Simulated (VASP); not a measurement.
A run of VASP 6.6.1 is set up as follows.

File INCAR:

```
PREC = Accurate
ENCUT = 520
EDIFF = 1E-6
ISMEAR = 0
SIGMA = 0.05
LREAL = Auto
LASPH = T
NELM = 150
ALGO = Normal
ISIF = 2
LWAVE = F
LCHARG = F
ISPIN = 2
MAGMOM = 0 0 0 0 0 0 0 0 0 0 0 0 0 0 0 0 0 0 0
LORBIT = 11
GGA = PE
IVDW = 12
NBANDS = 56
```

The input KPOINTS:

```
regular mesh
0
Gamma
  2 2 1
```

POSCAR

```
AlC18
1.0
    7.3980000000      0.0000000000      0.0000000000
   -3.6990000000      6.4068560000      0.0000000000
    0.0000000000      0.0000000000     11.0000000000
C Al
18 1
Direct
    0.0007806454     -0.0008490904      0.0891715455
    0.2245370544      0.1115420731      0.0872530000
    0.0019734151      0.3325386118      0.0894184545
    0.2242079833      0.4437209140      0.0893762727
    0.0013016501      0.6648087611      0.0903808182
    0.2242110531      0.7757538175      0.0894486364
    0.3365875819     -0.0006155905      0.0875662727
    0.5590574490      0.1110343357      0.0885996364
    0.3361221961      0.3340665063      0.0884477273
    0.5577340058      0.4437683631      0.0891661818
    0.3358045992      0.6654026562      0.0896916364
    0.5575886951      0.7769156978      0.0894965455
    0.6687603644     -0.0008350430      0.0894336364
    0.8904046635      0.1107814816      0.0895513636
    0.6688147697      0.3326492745      0.0891463636
    0.8906596134      0.4430624007      0.0900489091
    0.6681038301      0.6656058760      0.0900785455
    0.8898624996      0.7761672808      0.0903502727
    0.1922729985     -0.0251585177      0.2874653636
```

Potentials or basis: VASP PAW PBE potentials, release 64 (C, Al).

Run with:

```console
$ cat potpaw_PBE.64/C/POTCAR potpaw_PBE.64/Al/POTCAR > POTCAR
$ mpirun -np 1 vasp_std > vasp.out
```

(1) Predict the dispersion energy per atom.

(2) Predict the largest force.

(3) Estimate the net moment.

## Answers

(1) -0.096 eV.

(2) 0.144 eV/Å.

(3) 0.00 μB per cell.

Caveat: the k points lie up to 0.49 Å⁻¹ apart; there is no dipole correction, which matters where the two faces differ; no moment was typed at the start, so none could form.
